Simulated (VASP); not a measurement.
# Li3TeCl (Pm-3m) in VASP: a series of runs

Li3TeCl is run at these levels: LDA; tasks: single point.

Everything below comes from runs of VASP 6.6.1. Logs are shortened: lines on timing, memory, paths and dates and some standing lists are left out, and cuts for length are marked.

### 1 The cell of the first run

It takes space group Pm-3m (No. 221, cubic). The conventional cell has a = 5.018 Å, b = 5.018 Å, c = 5.018 Å, α = 90.00°, β = 90.00°, γ = 90.00°. Within 4.7 Å of Cl (site symmetry m-3m) lie 12 Li at 3.55 Å and 8 Te at 4.35 Å. Within 3.3 Å of Te (site symmetry m-3m) lie 6 Li at 2.51 Å. Li (site symmetry 4/mmm) has 2 Te at 2.51 Å within 3.3 Å.

### 2 Single point, LDA

File INCAR:

```
ALGO     = Normal         # electronic algorithm
EDIFF    = 1E-7           # SCF threshold, eV
ENCUT    = 520            # plane-wave cutoff, eV
ISIF     = 2              # what is computed and relaxed
ISMEAR   = 1              # smearing method
LASPH    = True           # aspherical terms in the spheres
LCHARG   = False          # write CHGCAR
LREAL    = False          # projectors in reciprocal space
LWAVE    = False          # write WAVECAR
NBANDS   = 19             # bands
NELM     = 100            # most SCF steps
PREC     = Accurate       # precision mode
SIGMA    = 0.01           # smearing width, eV
```

File KPOINTS:

```
k-points
0
Gamma
  3 3 3
```

File POSCAR:

```
Li3TeCl
1.0
    5.0180354653      0.0000000000      0.0000000000
    0.0000000000      5.0180354653      0.0000000000
    0.0000000000      0.0000000000      5.0180354653
Cl Te Li
1 1 3
Direct
    0.0000000000      0.0000000000      0.0000000000
    0.5000000000      0.5000000000      0.5000000000
    0.5000000000      0.5000000000      0.0000000000
    0.0000000000      0.5000000000      0.5000000000
    0.5000000000      0.0000000000      0.5000000000
```

Potentials or basis: VASP PAW LDA potentials, release 64 (Cl, Te, Li_sv).

Launch:

```bash
cat potpaw_LDA.64/Cl/POTCAR potpaw_LDA.64/Te/POTCAR potpaw_LDA.64/Li_sv/POTCAR > POTCAR
mpirun -np 1 vasp_std > vasp.out
```

OUTCAR:

```text
EDIFF = 1E-7
   ENCUT = 520
   ISIF = 2
   ISMEAR = 1
   LASPH = True
   LREAL = False
   NELM = 100
   PREC = Accurate

 ion  position               nearest neighbor table
   1  0.000  0.000  0.000-
   2  0.500  0.500  0.500-   3 2.51   4 2.51   5 2.51   3 2.51   5 2.51   4 2.51
   3  0.500  0.500  0.000-   2 2.51   2 2.51
   4  0.000  0.500  0.500-   2 2.51   2 2.51
   5  0.500  0.000  0.500-   2 2.51   2 2.51

  LATTYP: Found a simple cubic cell.
 ALAT       =     5.0180354653

  Lattice vectors:

 A1 = (   5.0180354653,   0.0000000000,   0.0000000000)
 A2 = (   0.0000000000,   5.0180354653,   0.0000000000)
 A3 = (   0.0000000000,   0.0000000000,   5.0180354653)

Analysis of symmetry for initial positions (statically):
=====================================================================
 Subroutine PRICEL returns:
 Original cell was already a primitive cell.

 Routine SETGRP: Setting up the symmetry group for a
 simple cubic supercell.

 Subroutine GETGRP returns: Found 48 space group operations
 (whereof 48 operations were pure point group operations)
 out of a pool of 48 trial point group operations.

The static configuration has the point symmetry O_h .

Analysis of symmetry for dynamics (positions and initial velocities):
=====================================================================
 Subroutine PRICEL returns:
 Original cell was already a primitive cell.

 Routine SETGRP: Setting up the symmetry group for a
 simple cubic supercell.

 Subroutine GETGRP returns: Found 48 space group operations
 (whereof 48 operations were pure point group operations)
 out of a pool of 48 trial point group operations.

The dynamic configuration has the point symmetry O_h .

 Subroutine INISYM returns: Found 48 space group operations
 (whereof 48 operations are pure point group operations),
 and found     1 'primitive' translations

----------------------------------------------------------------------------------------

                                     Primitive cell

  volume of cell :     126.3575

  direct lattice vectors                    reciprocal lattice vectors
     5.018035465  0.000000000  0.000000000     0.199281174  0.000000000  0.000000000
     0.000000000  5.018035465  0.000000000     0.000000000  0.199281174  0.000000000
     0.000000000  0.000000000  5.018035465     0.000000000  0.000000000  0.199281174

  length of vectors
     5.018035465  5.018035465  5.018035465     0.199281174  0.199281174  0.199281174

  position of ions in fractional coordinates (direct lattice)
     0.000000000  0.000000000  0.000000000
     0.500000000  0.500000000  0.500000000
     0.500000000  0.500000000  0.000000000
     0.000000000  0.500000000  0.500000000
     0.500000000  0.000000000  0.500000000

  ion indices of the primitive-cell ions
   primitive index   ion index
                 1           1
                 2           2
                 3           3
                 4           4
                 5           5

----------------------------------------------------------------------------------------

 KPOINTS: k-points

Automatic generation of k-mesh.
 Grid dimensions read from file:
 generate k-points for:    3    3    3

 Generating k-lattice:

  Cartesian coordinates                     Fractional coordinates (reciprocal lattice)
     0.066427058  0.000000000  0.000000000     0.333333333  0.000000000  0.000000000
     0.000000000  0.066427058  0.000000000     0.000000000  0.333333333  0.000000000
     0.000000000  0.000000000  0.066427058     0.000000000  0.000000000  0.333333333

  Length of vectors
     0.066427058  0.066427058  0.066427058

  Shift w.r.t. Gamma in fractional coordinates (k-lattice)
     0.000000000  0.000000000  0.000000000

 Subroutine IBZKPT returns following result:
 ===========================================

 Found      4 irreducible k-points:

 Following reciprocal coordinates:
            Coordinates               Weight
  0.000000  0.000000  0.000000      1.000000
  0.333333  0.000000  0.000000      6.000000
  0.333333  0.333333  0.000000     12.000000
  0.333333  0.333333  0.333333      8.000000
   k-points           NKPTS =      4   k-points in BZ     NKDIM =      4   number of bands    NBANDS=     19
   number of dos      NEDOS =    301   number of ions     NIONS =      5
   total plane-waves  NPLWV =  64000
   dimension x,y,z NGX =    40 NGY =   40 NGZ =   40
   dimension x,y,z NGXF=    80 NGYF=   80 NGZF=   80
   ions per type =               1   1   3
   NGX,Y,Z   is equivalent  to a cutoff of  13.25, 13.25, 13.25 a.u.
   NGXF,Y,Z  is equivalent  to a cutoff of  26.50, 26.50, 26.50 a.u.
 SYSTEM =  unknown system
   PREC   = accura    normal or accurate (medium, high low for compatibility)
   ISTART =      0    job   : 0-new  1-cont  2-samecut
   ICHARG =      2    charge: 1-file 2-atom 10-const
   ISPIN  =      1    spin polarized calculation?
   LNONCOLLINEAR =      F non collinear calculations
   LSORBIT =      F    spin-orbit coupling
   LASPH  =      T    aspherical Exc in radial PAW
   ENCUT  =  520.0 eV  38.22 Ry    6.18 a.u.   9.33  9.33  9.33*2*pi/ulx,y,z
   NELM   =    100;   NELMIN=  2; NELMDL= -5     # of ELM steps
   EDIFF  = 0.1E-06   stopping-criterion for ELM
   LREAL  =      F    real-space projection
   EDIFFG = 0.1E-05   stopping-criterion for IOM
   NSW    =      0    number of steps for IOM
   IBRION =     -1    ionic relax: 0-MD 1-quasi-New 2-CG
   NFREE  =      0    steps in history (QN), initial steepest desc. (CG)
   ISIF   =      2    stress and relaxation
   ISYM   =      2    0-nonsym 1-usesym 2-fastsym
   POTIM  = 0.5000    time-step for ionic-motion
   TEBEG  =    0.0;   TEEND  =   0.0 temperature during run
   PSTRESS=    0.0 pullay stress
   NELECT =      22.0000    total number of electrons
   NUPDOWN=      -1.0000    fix difference up-down
   EMIN   =  10.00;   EMAX   =-10.00  energy-range for DOS
   EFERMI =   0.00;   METHOD = LEGACY
   ISMEAR =     1;   SIGMA  =   0.01  broadening in eV -4-tet -1-fermi 0-gaus
   EFERMI_NEDOS =   21; number of points for ismear=-14 and -15
   IALGO  =     38    algorithm
   IMIX   =      4    mixing-type and parameters
     AMIX     =   0.40;   BMIX     =  1.00
     AMIX_MAG =   1.60;   BMIX_MAG =  1.00
  volume/ion in A,a.u.               =      25.27       170.54
  Fermi-wavevector in a.u.,A,eV,Ry     =   0.914146  1.727485 11.369872  0.835662
  Thomas-Fermi vector in A             =   2.038739
   LORBIT       =      0    0 simple, 1 ext, 2 COOP (PROOUT), +10 PAW based schemes
   GGA     = CA    functional components
   LHFCALC =     F    Hartree Fock is set to
   AEXX    =    0.0000 exact exchange contribution
   IVDW    =     0    specifies the selected vdW correction
   LEPSILON=     F    determine dielectric tensor
   LRPA    =     F    only Hartree local field effects (RPA)
 non-spin polarized calculation
 Methfessel and Paxton  Order N= 1 SIGMA  =   0.01
  energy-cutoff  :      520.00
  volume of cell :      126.36
 maximum number of plane-waves:      3422
 NGX is ok and might be reduce to    40
   NGX = 19   NGY = 19   NGZ = 19

 number of electron      22.0000031 magnetization

 Free energy of the ion-electron system (eV)
  ---------------------------------------------------
  ext. energy  EPLUGINS =         0.00000000
  ---------------------------------------------------
  free energy    TOTEN  =       -17.13389630 eV

  energy without entropy =      -17.13389630  energy(sigma->0) =      -17.13389630

 E-fermi :  -0.0059     XC(G=0):  -7.6302

 val. band max:       -0.1042161493   @ k =   0.3333   0.3333   0.0000
 cond. band min:       3.3754820922   @ k =   0.0000   0.0000   0.0000
 fundamental gap:      3.4796982415
 Fermi energy:        -0.0058668658

 k-point     1 :       0.0000    0.0000    0.0000
  band No.  band energies     occupation
      1     -44.0674      2.00000
      2     -44.0625      2.00000
      3     -44.0625      2.00000
      4     -12.4236      2.00000
      5      -9.2016      2.00000
      6      -1.5489      2.00000
      7      -1.5489      2.00000
      8      -1.5489      2.00000
      9      -0.3044      2.00000
     10      -0.3044      2.00000
     11      -0.3044      2.00000
     12       3.3755      0.00000
     13       5.2766      0.00000
     14       5.2766      0.00000
     15       8.2452      0.00000
     16       8.2452      0.00000
     17       8.2453      0.00000
     18       8.4696      0.00000
     19       8.4699      0.00000

 k-point     2 :       0.3333    0.0000    0.0000
  band No.  band energies     occupation
      1     -44.0664      2.00000
      2     -44.0637      2.00000
      3     -44.0626      2.00000
      4     -12.4087      2.00000
      5      -9.2409      2.00000
      6      -1.4580      2.00000
      7      -1.2355      2.00000
      8      -1.2355      2.00000
      9      -0.9025      2.00000
     10      -0.5933      2.00000
     11      -0.5933      2.00000
     12       4.7909      0.00000
     13       5.6009      0.00000
     14       5.9273      0.00000
     15       6.4588      0.00000
     16       6.4588      0.00000
     17       7.0997      0.00000
     18       7.8108      0.00000
     19       7.8108      0.00000

 k-point     3 :       0.3333    0.3333    0.0000
  band No.  band energies     occupation
      1     -44.0656      2.00000
      2     -44.0639      2.00000
      3     -44.0633      2.00000
      4     -12.3971      2.00000
      5      -9.2621      2.00000
      6      -1.8493      2.00000
      7      -1.6266      2.00000
      8      -1.0150      2.00000
      9      -0.6785      2.00000
     10      -0.5126      2.00000
     11      -0.1042      2.00000
     12       3.9417      0.00000
     13       5.5953      0.00000
     14       5.8787      0.00000
     15       6.1723      0.00000
     16       6.5388      0.00000
     17       6.8201      0.00000
     18       7.6068      0.00000
     19       8.0643      0.00000

 k-point     4 :       0.3333    0.3333    0.3333
  band No.  band energies     occupation
      1     -44.0651      2.00000
      2     -44.0639      2.00000
      3     -44.0639      2.00000
      4     -12.3865      2.00000
      5      -9.2824      2.00000
      6      -1.6432      2.00000
      7      -1.4727      2.00000
      8      -1.4727      2.00000
      9      -0.5711      2.00000
     10      -0.5711      2.00000
     11      -0.2970      2.00000
     12       4.3566      0.00000
     13       4.8947      0.00000
     14       4.8947      0.00000
     15       6.7916      0.00000
     16       7.0786      0.00000
     17       7.0786      0.00000
     18       9.3729      0.00000
     19       9.3729      0.00000

------------------------ aborting loop because EDIFF is reached ----------------------------------------

  FORCE on cell =-STRESS in cart. coord.  units (eV):
  Direction    XX          YY          ZZ          XY          YZ          ZX
  --------------------------------------------------------------------------------------
  -------------------------------------------------------------------------------------
  Total        0.3395024      0.3395024      0.3395024     -0.0000000     -0.0000000     -0.0000000
  in kB        4.3047927      4.3047927      4.3047927     -0.0000000     -0.0000000     -0.0000000
  external PRESSURE =       4.3047927 kB  Pullay stress =       0.0000000 kB

 VOLUME and BASIS-vectors are now :
 -----------------------------------------------------------------------------
  energy-cutoff  :      520.00
  volume of cell :      126.36
      direct lattice vectors                 reciprocal lattice vectors
     5.018035465  0.000000000  0.000000000     0.199281174  0.000000000  0.000000000
     0.000000000  5.018035465  0.000000000     0.000000000  0.199281174  0.000000000
     0.000000000  0.000000000  5.018035465     0.000000000  0.000000000  0.199281174

 POSITION                                       TOTAL-FORCE (eV/Angst)
 -----------------------------------------------------------------------------------
      0.00000      0.00000      0.00000         0.000000      0.000000      0.000000
      2.50902      2.50902      2.50902         0.000000      0.000000      0.000000
      2.50902      2.50902      0.00000         0.000000      0.000000      0.000000
      0.00000      2.50902      2.50902         0.000000      0.000000      0.000000
      2.50902      0.00000      2.50902         0.000000      0.000000      0.000000
 -----------------------------------------------------------------------------------
    total drift:                                0.000000      0.000000     -0.000000

  FREE ENERGIE OF THE ION-ELECTRON SYSTEM (eV)
  ---------------------------------------------------
  free  energy   TOTEN  =       -17.1338963050 eV

  energy  without entropy=      -17.1338963050  energy(sigma->0) =      -17.13389630
```

It took 9.5 s on 1 thread of Intel Xeon Platinum 8488C (Sapphire Rapids), shared host; peak memory 0.19 GiB.

What came out:

| Quantity | Value |
| --- | --- |
| Free energy | -17.1339 eV |
| Band gap on the k mesh | 3.48 eV, indirect (least direct gap 3.68 eV) |

Caveat: the cutoff is under 1.25 times the usual one of these potentials, so pressure, stress and relaxed cells hold a basis-set (Pulay) error; spin-orbit coupling is left out, which moves the levels of the heavy elements. LDA gaps usually lie below the measured ones, often by a third to a half.

### 3 Single point, LDA

This run uses another cell than the first one, of 25.79 Å³/atom, 1.020 times its volume.

File INCAR:

```
SYSTEM = Li3TeCl
ALGO = Normal ; EDIFF = 1E-6
ENCUT = 520 ; GGA = CA
ISIF = 2 ; ISMEAR = 1
LASPH = .TRUE. ; LCHARG = .FALSE.
LREAL = .FALSE. ; LWAVE = .FALSE.
NBANDS = 19 ; NELM = 60
PREC = Accurate ; SIGMA = 0.01
```

File KPOINTS:

```
k-points
0
G
  3 3 3
  0 0 0
```

POSCAR: that of step 2 with these lines changed.

```diff
@@ -2,5 +2,5 @@
 1.0
-    5.0180354653      0.0000000000      0.0000000000
-    0.0000000000      5.0180354653      0.0000000000
-    0.0000000000      0.0000000000      5.0180354653
+    5.0519421388      0.0000000000      0.0000000000
+    0.0000000000      5.0519421388      0.0000000000
+    0.0000000000      0.0000000000      5.0519421388
 Cl Te Li
```

Potentials or basis: VASP PAW LDA potentials, release 64 (Cl, Te, Li_sv).

Launch:

```bash
cat potpaw_LDA.64/Cl/POTCAR potpaw_LDA.64/Te/POTCAR potpaw_LDA.64/Li_sv/POTCAR > POTCAR
mpirun -np 1 vasp_std > vasp.out
```

It took 9.1 s on 1 thread of Intel Xeon Platinum 8488C (Sapphire Rapids), shared host; peak memory 0.19 GiB.

The run converged. Its results:

```
Free energy            : -17.1381 eV
Band gap on the k mesh : 3.43 eV, indirect (least direct gap 3.62 eV)
```

Levels at points of the mesh, in eV from the valence-band top:
```tsv
k point	band 9	band 10	band 11	band 12	band 13	band 14
(0.00, 0.00, 0.00)	-0.19	-0.19	-0.19	3.43	5.36	5.36
```

Caveat: the cutoff is under 1.25 times the usual one of these potentials, so pressure, stress and relaxed cells hold a basis-set (Pulay) error; spin-orbit coupling is left out, which moves the levels of the heavy elements. A k mesh can miss the band edges.

### 4 Single point, LDA

This run uses another cell than the first one, of 25.79 Å³/atom, 1.020 times its volume.

File INCAR:

```
PREC = Accurate ; ENCUT = 520
EDIFF = 1E-6 ; ISMEAR = 1
SIGMA = 0.01 ; LREAL = False
LASPH = True ; NELM = 60
ALGO = Normal ; ISIF = 2
LWAVE = False ; LCHARG = False
GGA = CA ; NBANDS = 19
```

File KPOINTS:

```
Automatic mesh
0
Gamma
  3 3 3
```

POSCAR is that of step 3.

Launch:

```bash
cat potpaw_LDA.64/Cl/POTCAR potpaw_LDA.64/Te/POTCAR potpaw_LDA.64/Li_sv/POTCAR > POTCAR
mpirun -np 1 vasp_std > vasp.out
```

Wall time 8.5 s (1 thread of Intel Xeon Platinum 8488C (Sapphire Rapids), shared host); peak memory 0.19 GiB.

It converged, with:

```yaml
Free_energy: -17.1381 eV
Band_gap_on_the_k_mesh: 3.43 eV, indirect (least direct gap 3.62 eV)
```

Levels at points of the mesh, in eV from the valence-band top:
```
           k point  band 7  band 8  band 9  band 10  band 11  band 12  band 13  band 14  band 15  band 16
(0.00, 0.00, 0.00)   -1.40   -1.40   -0.19    -0.19    -0.19     3.43     5.36     5.36     8.30     8.30
```

Caveat: the cutoff is under 1.25 times the usual one of these potentials, so pressure, stress and relaxed cells hold a basis-set (Pulay) error; spin-orbit coupling is left out, which moves the levels of the heavy elements. As with any semilocal functional, this LDA gap is likely too small.

### 5 Single point, LDA

This run uses another cell than the first one, of 26.30 Å³/atom, 1.041 times its volume.

File INCAR:

```
SYSTEM = Li3TeCl
PREC = Accurate
ENCUT = 520
EDIFF = 1E-6
ISMEAR = 1
SIGMA = 0.01
LREAL = .FALSE.
LASPH = .TRUE.
NELM = 80
ALGO = Normal
ISIF = 2
LWAVE = .FALSE.
LCHARG = .TRUE.
LELF = .TRUE.
LVHAR = .TRUE.
NBANDS = 19
```

File KPOINTS:

```
Automatic mesh
0
G
  3 3 3
  0 0 0
```

POSCAR: that of step 4 with these lines changed.

```diff
@@ -2,5 +2,5 @@
 1.0
-    5.0519421388      0.0000000000      0.0000000000
-    0.0000000000      5.0519421388      0.0000000000
-    0.0000000000      0.0000000000      5.0519421388
+    5.0853996843      0.0000000000      0.0000000000
+    0.0000000000      5.0853996843      0.0000000000
+    0.0000000000      0.0000000000      5.0853996843
 Cl Te Li
```

Launch:

```bash
cat potpaw_LDA.64/Cl/POTCAR potpaw_LDA.64/Te/POTCAR potpaw_LDA.64/Li_sv/POTCAR > POTCAR
mpirun -np 1 vasp_std > vasp.out
```

It took 11 s on 1 thread of Intel Xeon Platinum 8488C (Sapphire Rapids), shared host; peak memory 0.19 GiB.

It converged, with:

```
Free energy            : -17.1359 eV
Band gap on the k mesh : 3.38 eV, indirect (least direct gap 3.56 eV)
```

Levels at points of the mesh, in eV from the valence-band top:
| k point | band 8 | band 9 | band 10 | band 11 | band 12 | band 13 | band 14 | band 15 |
| --- | --- | --- | --- | --- | --- | --- | --- | --- |
| (0.00, 0.00, 0.00) | -1.35 | -0.18 | -0.18 | -0.18 | 3.38 | 5.33 | 5.33 | 8.26 |

Caveat: the cutoff is under 1.25 times the usual one of these potentials, so pressure, stress and relaxed cells hold a basis-set (Pulay) error; spin-orbit coupling is left out, which moves the levels of the heavy elements. LDA gaps usually lie below the measured ones, often by a third to a half.

### 6 Overview

| cell | gap on the mesh (eV) |
| --- | --- |
| a = 5.018 Å, 5 atoms | 3.48 |
| a = 5.052 Å, 5 atoms | 3.43 |
| a = 5.085 Å, 5 atoms | 3.38 |

Alike in all rows: task single point; level LDA; potentials or basis VASP PAW LDA potentials, release 64 (Cl, Te, Li_sv); no spin polarisation; k mesh 3 × 3 × 3; cutoff (eV) 520; smearing methfessel-paxton 0.01 eV.

Caveats: the cutoff is under 1.25 times the usual one of these potentials, so pressure, stress and relaxed cells hold a basis-set (Pulay) error; spin-orbit coupling is left out, which moves the levels of the heavy elements.

Total energies depend on the potentials used, so only differences within one code and one set of settings carry meaning.
